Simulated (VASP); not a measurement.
Input of a VASP 6.6.1 run:

Contents of INCAR:

```
PREC = Accurate ; ENCUT = 520
EDIFF = 1E-6 ; ISMEAR = 0
SIGMA = 0.1 ; LREAL = F
LASPH = T ; NELM = 100
ALGO = Normal ; ISIF = 2
LWAVE = F ; LCHARG = F
GGA = PE ; NBANDS = 17
```

Contents of KPOINTS:

```
regular mesh
0
Gamma
  12 12 12
```

POSCAR

```
BAs3
1.0
    4.0707765951      0.0000000000      0.0000000000
    0.0000000000      4.0707765951      0.0000000000
    0.0000000000      0.0000000000      4.0707765951
B As
1 3
Direct
    0.0000000000      0.0000000000      0.0000000000
    0.0000000000      0.5000000000      0.5000000000
    0.5000000000      0.0000000000      0.5000000000
    0.5000000000      0.5000000000      0.0000000000
```

Potentials or basis: VASP PAW PBE potentials, release 64 (B, As).

Command:

```console
$ cat potpaw_PBE.64/B/POTCAR potpaw_PBE.64/As/POTCAR > POTCAR
$ mpirun -np 1 vasp_std > vasp.out
```

Task: What does it give for the band gap on the k mesh?

Result: Zero (bands 9 and 10 overlap by 5.91 eV).

Task: Estimate the pressure.

Result: 0.1 GPa.
